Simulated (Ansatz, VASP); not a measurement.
## Co in VASP and in Ansatz

```xyz
2
Lattice="0.0000 2.4634 2.4634 2.4634 0.0000 2.4634 2.4634 2.4634 0.0000" Properties=species:S:1:pos:R:3 pbc="T T T"
Co    0.6159    0.6159    0.6159
Co    4.3110    4.3110    4.3110
```

Alike in both runs: task relaxation of cell and atoms; functional revPBE; k mesh 11 × 11 × 11; occupations fermi-dirac, width 0.1 eV; no spin polarisation.

|  | VASP | Ansatz |
| --- | --- | --- |
| version | VASP 6.6.1 | Ansatz 0.2.0 |
| potentials or method | VASP PAW PBE potentials, release 64 (Co), cutoff 600 eV | plane waves (420 eV) with PAW, scalar-relativistic |
| valence electrons in the cell | 18 | 34 |

|  | VASP | Ansatz | Ansatz less VASP |
| --- | --- | --- | --- |
| relaxed volume (Å³/atom) | 15.14 | 15.25 | +0.112 |
| relaxed cell length with the largest relative difference (Å) | 3.498 | 3.507 | +0.0086 |

VASP's potentials were made for PBE, not for revPBE. VASP's potentials hold 18 valence electrons a cell and Ansatz's 34, so a difference there can come from the potentials and not from the codes.
